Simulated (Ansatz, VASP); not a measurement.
**GeIrRu3 in VASP and in Ansatz**

```
Ge Ru Ir
1.0
     4.41972    0.00000    0.00000
     0.00000    4.41972    0.00000
     0.00000    0.00000    4.41972
Ge Ru Ir
1 3 1
Direct
  0.50000 0.50000 0.50000
  0.00000 0.50000 0.50000
  0.50000 0.00000 0.50000
  0.50000 0.50000 0.00000
  0.00000 0.00000 0.00000
```

Change from the starting cell: species swapped into the RbHgF3 type (Pm-3m, No. 221).

Alike in both runs: functional PBE; k mesh 4 × 4 × 4; occupations gaussian, width 0.1 eV; no spin polarisation.

Ansatz relaxed the structure, and its values are those at the end. VASP's run is a single point on that final structure, the one shown.

|  | VASP | Ansatz |
| --- | --- | --- |
| version | VASP 6.6.1 | Ansatz 0.2.0 |
| potentials or method | VASP PAW PBE potentials, release 64 (Ge_d, Ru_pv, Ir), cutoff 520 eV | scalar-relativistic, plane waves, PAW |
| valence electrons in the cell | 65 | 79 |

|  | VASP | Ansatz | Ansatz less VASP |
| --- | --- | --- | --- |
| gap on the k mesh at the Fermi level (eV) | none | none | - |
| pressure (GPa) | 0.6 | 0.3 | -0.37 |

A gap of «none» marks a metal or a gap that the smearing closes. With one functional, cell and mesh, what is left measures potentials, basis and numerics. VASP's potentials hold 65 valence electrons a cell and Ansatz's 79, so a difference there can come from the potentials and not from the codes.

Neither program's run includes spin-orbit coupling.
